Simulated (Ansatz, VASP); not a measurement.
**Two plane-wave programs on Cd3Cl2**

File INCAR:

```
SYSTEM = Cd3Cl2
ALGO     = Normal         ! electronic algorithm
EDIFF    = 1E-6           ! SCF threshold, eV
EDIFFG   = -0.08          ! ionic threshold
ENCUT    = 600            ! plane-wave cutoff, eV
GGA      = PE             ! functional
IBRION   = 2              ! ionic algorithm
ISIF     = 3              ! what is computed and relaxed
ISMEAR   = 0              ! smearing method
LASPH    = .True.         ! aspherical terms in the spheres
LCHARG   = .False.        ! write CHGCAR
LREAL    = .False.        ! projectors in reciprocal space
LWAVE    = .False.        ! write WAVECAR
NELM     = 60             ! most SCF steps
NSW      = 36             ! ionic steps
PREC     = Accurate       ! precision mode
SIGMA    = 0.2            ! smearing width, eV
```

Contents of KPOINTS:

```
k-points
0
Gamma
  3 3 3
  0 0 0
```

The input POSCAR:

```
Cd3Cl2
1.0
    0.0000000000      5.3011737100      5.3011737100
    5.3011737100      0.0000000000      5.3011737100
    5.3011737100      5.3011737100      0.0000000000
Cd Cl
6 4
Direct
    0.5344700300      0.9655299700      0.9655299700
    0.9655299700      0.5344700300      0.5344700300
    0.9655299700      0.5344700300      0.9655299700
    0.5344700300      0.9655299700      0.5344700300
    0.9655299700      0.9655299700      0.5344700300
    0.5344700300      0.5344700300      0.9655299700
    0.9083361000      0.9083361000      0.9083361000
    0.9083361000      0.9083361000      0.2749917100
    0.9083361000      0.2749917100      0.9083361000
    0.2749917100      0.9083361000      0.9083361000
```

Input for Ansatz:

```yaml
crystal:
  lattice:
    - [0.0, 5.30117371, 5.30117371]
    - [5.30117371, 0.0, 5.30117371]
    - [5.30117371, 5.30117371, 0.0]
  atoms:
    - { symbol: Cd, position: [0.53447003, 0.96552997, 0.96552997] }
    - { symbol: Cd, position: [0.96552997, 0.53447003, 0.53447003] }
    - { symbol: Cd, position: [0.96552997, 0.53447003, 0.96552997] }
    - { symbol: Cd, position: [0.53447003, 0.96552997, 0.53447003] }
    - { symbol: Cd, position: [0.96552997, 0.96552997, 0.53447003] }
    - { symbol: Cd, position: [0.53447003, 0.53447003, 0.96552997] }
    - { symbol: Cl, position: [0.9083361, 0.9083361, 0.9083361] }
    - { symbol: Cl, position: [0.9083361, 0.9083361, 0.27499171] }
    - { symbol: Cl, position: [0.9083361, 0.27499171, 0.9083361] }
    - { symbol: Cl, position: [0.27499171, 0.9083361, 0.9083361] }
basis:
  ecutwfc: 420
kpoints:
  mp_grid: { grid: [3, 3, 3] }
hamiltonian:
  xc: pbe
scf:
  occupations: { method: gaussian, width: 0.2 }
  lower_state_search: "off"
output:
  forces: true
  stress: true
  eigenvalues: true
relax:
  adjacent_minimum: "off"
  f_tol: 0.08
  max_steps: 16
  cell: { stress_tol: 0.8 }
```

Alike in both runs: task relaxation of cell and atoms; functional PBE; k mesh 3 × 3 × 3; occupations gaussian, width 0.2 eV; no spin polarisation.

|  | VASP | Ansatz |
| --- | --- | --- |
| version | VASP 6.6.1 | Ansatz 0.2.0 |
| potentials or method | VASP PAW PBE potentials, release 64 (Cd, Cl), cutoff 600 eV | scalar-relativistic, plane waves, PAW |
| valence electrons in the cell | 100 | 148 |

Ansatz gave:

```
gap on the k mesh at the Fermi level, each at its own relaxed structure (eV) : 1.67
relaxed volume (Å³/atom)                                                     : 31.71
relaxed cell length with the largest relative difference (Å)                 : 7.654
```

**Question.** Estimate VASP's values.

**Answer.** gap on the k mesh at the Fermi level, each at its own relaxed structure (eV): 1.67; relaxed volume (Å³/atom): 32.34; relaxed cell length with the largest relative difference (Å): 7.704.

VASP's potentials hold 100 valence electrons a cell and Ansatz's 148, so a difference there can come from the potentials and not from the codes.
